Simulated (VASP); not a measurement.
Nb, 1 atom in the cell. It takes space group Im-3m (No. 229, cubic). The conventional cell has a = 3.323 Å, b = 3.323 Å, c = 3.323 Å, α = 90.00°, β = 90.00°, γ = 90.00°. Nb (site symmetry m-3m) has 14 Nb at 2.88 to 3.32 Å within 3.8 Å. 

* Program: VASP 6.6.1
* Task: single point
* Functional: revPBE
* Potentials or basis: VASP PAW PBE potentials, release 64 (Nb_sv)
* Cutoff: 500 eV
* k mesh: 7 × 7 × 7
* Occupations: fermi-dirac, width 0.1 eV
* Spin: no spin polarisation
* Dipole correction: no
* Further INCAR settings: ALGO = Normal; EDIFF = 1e-06; NBANDS = 12

Potentials or basis: VASP PAW PBE potentials, release 64 (Nb_sv).

Launch:

```console
$ cat potpaw_PBE.64/Nb_sv/POTCAR > POTCAR
$ mpirun -np 1 vasp_std > vasp.out
```

Hardware: 1 thread of Intel Xeon 6975P-C, on a shared host.

How long does it take, and how much memory?

Run time: 4.8 s on 1 thread of Intel Xeon 6975P-C (shared host), peak memory 0.14 GiB. Counts: scf iterations 12, k points 20.
